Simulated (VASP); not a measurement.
The system is CuO.

```
Cu O
1.0
     2.31296   -1.69024    0.00000
     2.31296    1.69024    0.00000
    -0.84892    0.00000    4.99106
Cu O
2 2
Direct
  0.00320 0.49680 0.00000
  0.49680 0.00320 0.50000
  0.57140 0.40560 0.25370
  0.40560 0.57140 0.75370
```

Base run:

- Program: VASP 6.6.1
- Functional: r2SCAN
- Potentials or basis: VASP PAW PBE potentials, release 64 (Cu, O)
- Cutoff: 520 eV
- k mesh: 10 × 10 × 5
- Occupations: fermi-dirac, width 0.05 eV
- Spin: no spin polarisation

Its results: band gap on the k mesh zero (bands 17 and 18 overlap by 0.60 eV); pressure 8.0 GPa; largest force 0.896 eV/Å.

Task: The run is repeated on the same cell with these changes: functional from r2SCAN to LDA; potentials or basis from VASP PAW PBE potentials, release 64 (Cu, O) to VASP PAW LDA potentials, release 64 (Cu, O). What comes out?

Result: Band gap on the k mesh zero (bands 17 and 18 overlap by 0.61 eV); pressure -1.4 GPa; largest force 0.827 eV/Å.

Caveats: semilocal functionals often make such compounds metallic where correlation or magnetic order opens a gap, which also shifts bond lengths; the cell stands under pressure (at least some runs); the PAW data sets were made with another functional, which shifts forces and pressure a little (at least some runs).
